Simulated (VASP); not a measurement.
# SnGeP6 (R3m) in VASP: further runs

SnGeP6 is run at these levels: PBE; tasks: single point.

Everything below comes from runs of VASP 6.6.1. Logs are shortened: lines on timing, memory, paths and dates and some standing lists are left out, and cuts for length are marked.

### 1 The cell of the first run

The structure is trigonal, space group R3m (No. 160). Conventional cell: a = 7.289 Å, b = 7.289 Å, c = 10.459 Å, α = 90.00°, β = 90.00°, γ = 120.00°. Within 3.5 Å of Sn (site symmetry 3m) lie 6 P at 2.64 to 2.90 Å. Ge (site symmetry 3m) has 6 P at 2.57 to 2.96 Å within 3.4 Å. Within 3.0 Å of P (site symmetry m) lie 2 P at 2.24 Å and 2 Ge at 2.57 to 2.96 Å. Within 3.0 Å of P (site symmetry m) lie 2 P at 2.24 Å and 2 Sn at 2.64 to 2.90 Å.

### 2 Single point, PBE

File INCAR:

```
SYSTEM = SnGeP6
  ALGO = Fast
  EDIFF = 1E-6
  ENCUT = 520
  GGA = PE
  ISIF = 2
  ISMEAR = 0
  LASPH = .True.
  LCHARG = .False.
  LREAL = .False.
  LWAVE = .False.
  NBANDS = 39
  NELM = 60
  PREC = Accurate
  SIGMA = 0.1
```

File KPOINTS:

```
k-points
0
Gamma
  6 6 6
  0 0 0
```

File POSCAR:

```
SnGeP6
1.0
    3.6447390504      2.1042910719      3.4863705711
   -3.6447390504      2.1042910719      3.4863705711
    0.0000000000     -4.2085821438      3.4863705711
Sn Ge P
1 1 6
Direct
    0.7538551127      0.7538551127      0.7538551127
    0.2368517860      0.2368517860      0.2368517860
    0.2866169006      0.2866169006      0.7619729839
    0.2414523784      0.6998169690      0.6998169690
    0.2866169006      0.7619729839      0.2866169006
    0.7619729839      0.2866169006      0.2866169006
    0.6998169690      0.6998169690      0.2414523784
    0.6998169690      0.2414523784      0.6998169690
```

Potentials or basis: VASP PAW PBE potentials, release 64 (Sn_d, Ge_d, P).

Started as:

```
$ cat potpaw_PBE.64/Sn_d/POTCAR potpaw_PBE.64/Ge_d/POTCAR potpaw_PBE.64/P/POTCAR > POTCAR
$ mpirun -np 1 vasp_std > vasp.out
```

OUTCAR:

```text
SYSTEM = SnGeP6
   EDIFF = 1E-6
   ENCUT = 520
   GGA = PE
   ISIF = 2
   ISMEAR = 0
   LASPH = .True.
   LREAL = .False.
   NELM = 60
   PREC = Accurate

 ion  position               nearest neighbor table
   1  0.754  0.754  0.754-   4 2.64   8 2.64   7 2.64   8 2.90   4 2.90   7 2.90
   2  0.237  0.237  0.237-   5 2.57   6 2.57   3 2.57
   3  0.287  0.287  0.762-   4 2.24   8 2.24   2 2.57
   4  0.241  0.700  0.700-   3 2.24   5 2.24   1 2.64   1 2.90
   5  0.287  0.762  0.287-   7 2.24   4 2.24   2 2.57
   6  0.762  0.287  0.287-   7 2.24   8 2.24   2 2.57
   7  0.700  0.700  0.241-   5 2.24   6 2.24   1 2.64   1 2.90
   8  0.700  0.241  0.700-   3 2.24   6 2.24   1 2.64   1 2.90

  LATTYP: Found a trigonal (rhomboedric) cell.
 ALAT       =     5.4650657288
 COS(alpha) =     0.1104464519

  Lattice vectors:

 A1 = (   3.6447390504,   2.1042910719,   3.4863705711)
 A2 = (  -3.6447390504,   2.1042910719,   3.4863705711)
 A3 = (   0.0000000000,  -4.2085821438,   3.4863705711)

Analysis of symmetry for initial positions (statically):
=====================================================================
 Subroutine PRICEL returns:
 Original cell was already a primitive cell.

 Routine SETGRP: Setting up the symmetry group for a
 trigonal (rhombohedral) supercell.

 Subroutine GETGRP returns: Found  6 space group operations
 (whereof  6 operations were pure point group operations)
 out of a pool of 12 trial point group operations.

The static configuration has the point symmetry C_3v.

Analysis of symmetry for dynamics (positions and initial velocities):
=====================================================================
 Subroutine PRICEL returns:
 Original cell was already a primitive cell.

 Routine SETGRP: Setting up the symmetry group for a
 trigonal (rhombohedral) supercell.

 Subroutine GETGRP returns: Found  6 space group operations
 (whereof  6 operations were pure point group operations)
 out of a pool of 12 trial point group operations.

The dynamic configuration has the point symmetry C_3v.

 Subroutine INISYM returns: Found  6 space group operations
 (whereof  6 operations are pure point group operations),
 and found     1 'primitive' translations

----------------------------------------------------------------------------------------

                                     Primitive cell
[... 102 lines left out ...]
   NELM   =     60;   NELMIN=  2; NELMDL= -5     # of ELM steps
   EDIFF  = 0.1E-05   stopping-criterion for ELM
   LREAL  =      F    real-space projection
   EDIFFG = 0.1E-04   stopping-criterion for IOM
   NSW    =      0    number of steps for IOM
   IBRION =     -1    ionic relax: 0-MD 1-quasi-New 2-CG
   NFREE  =      0    steps in history (QN), initial steepest desc. (CG)
   ISIF   =      2    stress and relaxation
   ISYM   =      2    0-nonsym 1-usesym 2-fastsym
   POTIM  = 0.5000    time-step for ionic-motion
   TEBEG  =    0.0;   TEEND  =   0.0 temperature during run
   PSTRESS=    0.0 pullay stress
   NELECT =      58.0000    total number of electrons
   NUPDOWN=      -1.0000    fix difference up-down
   EMIN   =  10.00;   EMAX   =-10.00  energy-range for DOS
   EFERMI =   0.00;   METHOD = LEGACY
   ISMEAR =     0;   SIGMA  =   0.10  broadening in eV -4-tet -1-fermi 0-gaus
   EFERMI_NEDOS =   21; number of points for ismear=-14 and -15
   IALGO  =     68    algorithm
   IMIX   =      4    mixing-type and parameters
     AMIX     =   0.40;   BMIX     =  1.00
     AMIX_MAG =   1.60;   BMIX_MAG =  1.00
  volume/ion in A,a.u.               =      20.05       135.33
  Fermi-wavevector in a.u.,A,eV,Ry     =   1.166233  2.203860 18.505261  1.360098
  Thomas-Fermi vector in A             =   2.302748
   LORBIT       =      0    0 simple, 1 ext, 2 COOP (PROOUT), +10 PAW based schemes
   GGA     = PE    functional components
   LHFCALC =     F    Hartree Fock is set to
   AEXX    =    0.0000 exact exchange contribution
   IVDW    =     0    specifies the selected vdW correction
   LEPSILON=     F    determine dielectric tensor
   LRPA    =     F    only Hartree local field effects (RPA)
 non-spin polarized calculation
 RMM-DIIS sequential band-by-band and
 Gauss-broadening in eV      SIGMA  =   0.10
  energy-cutoff  :      520.00
  volume of cell :      160.43
 maximum number of plane-waves:      4356
 NGX is ok and might be reduce to    42
   NGX = 21   NGY = 21   NGZ = 21

 number of electron      58.0000015 magnetization

 Free energy of the ion-electron system (eV)
  ---------------------------------------------------
  ext. energy  EPLUGINS =         0.00000000
  ---------------------------------------------------
  free energy    TOTEN  =       -40.67842892 eV

  energy without entropy =      -40.66553813  energy(sigma->0) =      -40.67198352

 E-fermi :   6.7975     XC(G=0): -10.0882

 val. band max:        6.7826820336   @ k =   0.3333   0.0000   0.0000
 cond. band min:       6.8047600887   @ k =   0.5000   0.3333   0.0000
 fundamental gap:      0.0220780551
 Fermi energy:         6.7974869831

 k-point     1 :       0.0000    0.0000    0.0000
  band No.  band energies     occupation
      1     -18.0143      2.00000
      2     -18.0143      2.00000
      3     -18.0051      2.00000
      4     -18.0017      2.00000
      5     -18.0017      2.00000
      6     -14.9959      2.00000
[... 997 lines left out ...]
     38      10.4987      0.00000
     39      10.6938      0.00000

 [... further k-points ...]
[... 5 lines left out ...]
  --------------------------------------------------------------------------------------
  -------------------------------------------------------------------------------------
  Total       -0.2243095     -0.2243095     -0.0608752      0.0000000      0.0000000     -0.0000000
  in kB       -2.2400679     -2.2400679     -0.6079300      0.0000000      0.0000000     -0.0000000
  external PRESSURE =      -1.6960220 kB  Pullay stress =       0.0000000 kB

 VOLUME and BASIS-vectors are now :
 -----------------------------------------------------------------------------
  energy-cutoff  :      520.00
  volume of cell :      160.43
      direct lattice vectors                 reciprocal lattice vectors
     3.644739050  2.104291072  3.486370571     0.137184032  0.079203238  0.095610414
    -3.644739050  2.104291072  3.486370571    -0.137184032  0.079203238  0.095610414
     0.000000000 -4.208582144  3.486370571     0.000000000 -0.158406476  0.095610414

 POSITION                                       TOTAL-FORCE (eV/Angst)
 -----------------------------------------------------------------------------------
      0.00000      0.00000      7.88465         0.000000      0.000000      0.011597
      0.00000      0.00000      2.47726         0.000000      0.000000     -0.005787
      0.00000     -2.00058      4.65503         0.000000      0.030905      0.035556
     -1.67062     -0.96453      5.72144         0.018690      0.010791     -0.037493
     -1.73255      1.00029      4.65503         0.026765     -0.015453      0.035556
      1.73255      1.00029      4.65503        -0.026765     -0.015453      0.035556
      0.00000      1.92907      5.72144         0.000000     -0.021582     -0.037493
      1.67062     -0.96453      5.72144        -0.018690      0.010791     -0.037493
 -----------------------------------------------------------------------------------
    total drift:                                0.000000     -0.000001      0.000912

  FREE ENERGIE OF THE ION-ELECTRON SYSTEM (eV)
  ---------------------------------------------------
  free  energy   TOTEN  =       -40.6784289155 eV

  energy  without entropy=      -40.6655381309  energy(sigma->0) =      -40.67198352
```

stdout:

```text
POSCAR found type information on POSCAR SnGeP
 POSCAR found :  3 types and       8 ions
 scaLAPACK will be used
 LDA part: xc-table for (Slater+PW92), standard interpolation
 POSCAR, INCAR and KPOINTS ok, starting setup
 FFT: planning ... GRIDC
 FFT: planning ... GRID_SOFT
 FFT: planning ... GRID
 WAVECAR not read
 entering main loop
WARNING in EDDRMM: call to ZHEGV failed, returncode =   6  3     24
WARNING in EDDRMM: call to ZHEGV failed, returncode =   8  4     15
```

Wall time 8.3 min (1 thread of AMD EPYC 9755, shared host); peak memory 0.33 GiB.

What came out:

```
Free energy            : -40.6784 eV
Pressure               : -0.2 GPa
Largest force          : 0.047 eV/Å
Band gap on the k mesh : zero (bands 29 and 30 overlap by 1.96 eV)
```

Forces on the atoms (eV/Å):
```
Sn   0.000  0.000  0.012
Ge   0.000  0.000 -0.006
P    0.000  0.031  0.036
P    0.019  0.011 -0.037
P    0.027 -0.015  0.036
P   -0.027 -0.015  0.036
P    0.000 -0.022 -0.037
P   -0.019  0.011 -0.037
```

Levels at points of the mesh, in eV from the Fermi level:
| k point | band 25 | band 26 | band 27 | band 28 | band 29 | band 30 | band 31 | band 32 | band 33 | band 34 |
| --- | --- | --- | --- | --- | --- | --- | --- | --- | --- | --- |
| (0.00, 0.00, 0.00) | -3.29 | -3.29 | -3.04 | -1.90 | -1.60 | -1.60 | 1.32 | 1.32 | 1.53 | 2.33 |
| (0.50, 0.00, 0.00) | -3.29 | -2.44 | -1.90 | -1.68 | -0.93 | 0.63 | 1.75 | 1.97 | 2.22 | 2.45 |
| (0.50, 0.50, 0.00) | -2.17 | -1.65 | -1.56 | -1.29 | 0.03 | 0.54 | 1.28 | 1.60 | 2.14 | 2.18 |
| (0.50, 0.50, 0.50) | -1.09 | -1.09 | -0.47 | -0.47 | 0.26 | 0.63 | 0.63 | 0.73 | 0.73 | 0.91 |

Caveat: spin-orbit coupling is left out, which moves the levels of the heavy elements.

### 3 Single point, PBE

File INCAR:

```
PREC     = Accurate       # precision mode
ENCUT    = 520            # plane-wave cutoff, eV
EDIFF    = 1E-6           # SCF threshold, eV
ISMEAR   = 0              # smearing method
SIGMA    = 0.2            # smearing width, eV
LREAL    = False          # projectors in reciprocal space
LASPH    = True           # aspherical terms in the spheres
NELM     = 100            # most SCF steps
ALGO     = Fast           # electronic algorithm
ISIF     = 2              # what is computed and relaxed
LWAVE    = False          # write WAVECAR
LCHARG   = False          # write CHGCAR
GGA      = PE             # functional
NBANDS   = 39             # bands
```

File KPOINTS:

```
regular mesh
0
Gamma
  6 6 6
```

POSCAR is that of step 2.

Potentials or basis: VASP PAW PBE potentials, release 64 (Sn_d, Ge_d, P).

Started as:

```
$ cat potpaw_PBE.64/Sn_d/POTCAR potpaw_PBE.64/Ge_d/POTCAR potpaw_PBE.64/P/POTCAR > POTCAR
$ mpirun -np 1 vasp_std > vasp.out
```

Run time: 8.3 min. Hardware: 1 thread of AMD EPYC 9755, shared host; peak memory 0.33 GiB.

Results (log left out):

- Free energy: -40.6938 eV
- Pressure: -0.2 GPa
- Largest force: 0.051 eV/Å
- Band gap on the k mesh: zero (bands 29 and 30 overlap by 1.96 eV)

Forces on the atoms (eV/Å):
```
Sn   0.000  0.000  0.007
Ge   0.000  0.000 -0.005
P    0.000  0.034  0.038
P    0.025  0.014 -0.038
P    0.030 -0.017  0.038
P   -0.030 -0.017  0.038
P    0.000 -0.029 -0.038
P   -0.025  0.014 -0.038
```

Stress tensor (GPa, compression positive):
```
-0.21  0.00  0.00
 0.00 -0.21  0.00
 0.00  0.00 -0.11
```

Levels at points of the mesh, in eV from the Fermi level:
```
           k point  band 26  band 27  band 28  band 29  band 30  band 31  band 32  band 33
(0.00, 0.00, 0.00)    -3.26    -3.02    -1.87    -1.58    -1.58     1.35     1.35     1.56
(0.50, 0.00, 0.00)    -2.42    -1.88    -1.65    -0.91     0.65     1.78     2.00     2.24
(0.50, 0.50, 0.00)    -1.63    -1.53    -1.26     0.05     0.57     1.31     1.62     2.16
(0.50, 0.50, 0.50)    -1.07    -0.44    -0.44     0.29     0.66     0.66     0.76     0.76
```

Caveat: spin-orbit coupling is left out, which moves the levels of the heavy elements.

### 4 Single point, PBE

File INCAR:

```
ALGO = Fast ; EDIFF = 1E-6
ENCUT = 520 ; GGA = PE
ISIF = 2 ; ISMEAR = 0
LASPH = True ; LCHARG = True
LELF = True ; LREAL = False
LVHAR = True ; LWAVE = False
NBANDS = 39 ; NELM = 80
PREC = Accurate ; SIGMA = 0.1
```

File KPOINTS:

```
k-points
0
Gamma
  6 6 6
```

File POSCAR:

```
SnGeP6
1.0
    3.6440242765      2.1038783970      3.4899742691
   -3.6440242765      2.1038783970      3.4899742691
    0.0000000000     -4.2077567940      3.4899742691
Sn Ge P
1 1 6
Direct
    0.7537213318      0.7537213318      0.7537213318
    0.2368541000      0.2368541000      0.2368541000
    0.2866745473      0.2866745473      0.7621418506
    0.2412389305      0.6998473464      0.6998473464
    0.2866745473      0.7621418506      0.2866745473
    0.7621418506      0.2866745473      0.2866745473
    0.6998473464      0.6998473464      0.2412389305
    0.6998473464      0.2412389305      0.6998473464
```

Started as:

```
$ cat potpaw_PBE.64/Sn_d/POTCAR potpaw_PBE.64/Ge_d/POTCAR potpaw_PBE.64/P/POTCAR > POTCAR
$ mpirun -np 1 vasp_std > vasp.out
```

Wall time 7.1 min (1 thread of AMD EPYC 9755, shared host); peak memory 0.33 GiB.

Results (log left out):

| Quantity | Value |
| --- | --- |
| Free energy | -40.6785 eV |
| Pressure | -0.2 GPa |
| Largest force | 0.049 eV/Å |
| Band gap on the k mesh | zero (bands 29 and 30 overlap by 1.96 eV) |

Forces on the atoms (eV/Å):
```
Sn   0.000  0.000  0.010
Ge   0.000  0.000 -0.006
P    0.000  0.033  0.037
P    0.022  0.013 -0.038
P    0.028 -0.016  0.037
P   -0.028 -0.016  0.037
P    0.000 -0.026 -0.038
P   -0.022  0.013 -0.038
```

Stress tensor (GPa, compression positive):
```
-0.23  0.00  0.00
 0.00 -0.23  0.00
 0.00  0.00 -0.09
```

Levels at points of the mesh, in eV from the Fermi level:
```csv
k point,band 27,band 28,band 29,band 30,band 31,band 32
"(0.00, 0.00, 0.00)",-3.05,-1.90,-1.60,-1.60,1.32,1.32
"(0.50, 0.00, 0.00)",-1.90,-1.68,-0.93,0.62,1.75,1.97
"(0.50, 0.50, 0.00)",-1.56,-1.29,0.03,0.54,1.28,1.60
"(0.50, 0.50, 0.50)",-0.47,-0.47,0.26,0.63,0.63,0.73
```

Caveat: spin-orbit coupling is left out, which moves the levels of the heavy elements.

### 5 Single point, PBE (22.06 Å³/atom)

This run uses another cell than the first one, of 22.06 Å³/atom.

File INCAR:

```
PREC     = Accurate       # precision mode
ENCUT    = 520            # plane-wave cutoff, eV
EDIFF    = 1E-6           # SCF threshold, eV
ISMEAR   = 0              # smearing method
SIGMA    = 0.1            # smearing width, eV
LREAL    = F              # projectors in reciprocal space
LASPH    = T              # aspherical terms in the spheres
NELM     = 80             # most SCF steps
ALGO     = Fast           # electronic algorithm
ISIF     = 2              # what is computed and relaxed
LWAVE    = F              # write WAVECAR
LCHARG   = F              # write CHGCAR
GGA      = PE             # functional
NBANDS   = 39             # bands
```

File KPOINTS:

```
Automatic mesh
0
Gamma
  6 6 6
```

File POSCAR:

```
SnGeP6
1.0
    3.6703504079      2.1190777960      3.7816737192
   -3.6703504079      2.1190777960      3.7816737192
    0.0000000000     -4.2381555921      3.7816737192
Sn Ge P
1 1 6
Direct
    0.7494626667      0.7494626667      0.7494626667
    0.2343808811      0.2343808811      0.2343808811
    0.2935795736      0.2935795736      0.7686566724
    0.2335565947      0.6968920192      0.6968920192
    0.2935795736      0.7686566724      0.2935795736
    0.7686566724      0.2935795736      0.2935795736
    0.6968920192      0.6968920192      0.2335565947
    0.6968920192      0.2335565947      0.6968920192
```

Started as:

```
$ cat potpaw_PBE.64/Sn_d/POTCAR potpaw_PBE.64/Ge_d/POTCAR potpaw_PBE.64/P/POTCAR > POTCAR
$ mpirun -np 1 vasp_std > vasp.out
```

Run time: 7.2 min. Hardware: 1 thread of AMD EPYC 9755, shared host; peak memory 0.34 GiB.

It converged, with:

- Free energy: -40.5253 eV
- Pressure: -3.0 GPa
- Largest force: 0.045 eV/Å
- Band gap on the k mesh: zero (bands 29 and 30 overlap by 1.77 eV)

Forces on the atoms (eV/Å):
```
Sn   0.000  0.000  0.009
Ge   0.000  0.000 -0.009
P    0.000  0.031  0.032
P    0.020  0.012 -0.032
P    0.027 -0.016  0.032
P   -0.027 -0.016  0.032
P    0.000 -0.023 -0.032
P   -0.020  0.012 -0.032
```

Stress tensor (GPa, compression positive):
```
-3.05  0.00  0.00
 0.00 -3.05  0.00
 0.00  0.00 -2.92
```

Levels at points of the mesh, in eV from the Fermi level:
```csv
k point,band 26,band 27,band 28,band 29,band 30,band 31,band 32,band 33
"(0.00, 0.00, 0.00)",-2.82,-2.82,-1.75,-1.42,-1.42,1.39,1.39,1.68
"(0.50, 0.00, 0.00)",-2.12,-1.57,-1.56,-0.70,0.36,1.65,2.00,2.43
"(0.50, 0.50, 0.00)",-1.62,-1.47,-1.26,0.19,0.75,1.50,1.61,1.96
"(0.50, 0.50, 0.50)",-1.03,-0.52,-0.52,0.23,0.65,0.65,0.86,0.97
```

Caveat: the cell stands under tension; spin-orbit coupling is left out, which moves the levels of the heavy elements.

### 6 Overview

```csv
cell,smearing,gap on the mesh (eV),pressure (GPa),largest force (eV/Å)
"a = 5.465 Å, angles 83.7°, 8 atoms, atomic positions A",gaussian 0.1 eV,none,-0.2,0.05
"a = 5.465 Å, angles 83.7°, 8 atoms, atomic positions A",gaussian 0.2 eV,none,-0.2,0.05
"a = 5.467 Å, angles 83.6°, 8 atoms, atomic positions B",gaussian 0.1 eV,none,-0.2,0.05
"a = 5.680 Å, angles 80.5°, 8 atoms, atomic positions C",gaussian 0.1 eV,none,-3.0,0.04
```

Alike in all rows: task single point; level PBE; potentials or basis VASP PAW PBE potentials, release 64 (Sn_d, Ge_d, P); no spin polarisation; k mesh 6 × 6 × 6; cutoff (eV) 520.

Caveats: spin-orbit coupling is left out, which moves the levels of the heavy elements; the cell stands under tension (at least some runs).

Absolute energies hang on the potentials; compare differences alone.

The gap in the log of VASP goes by the Fermi energy; the results here count the filled bands.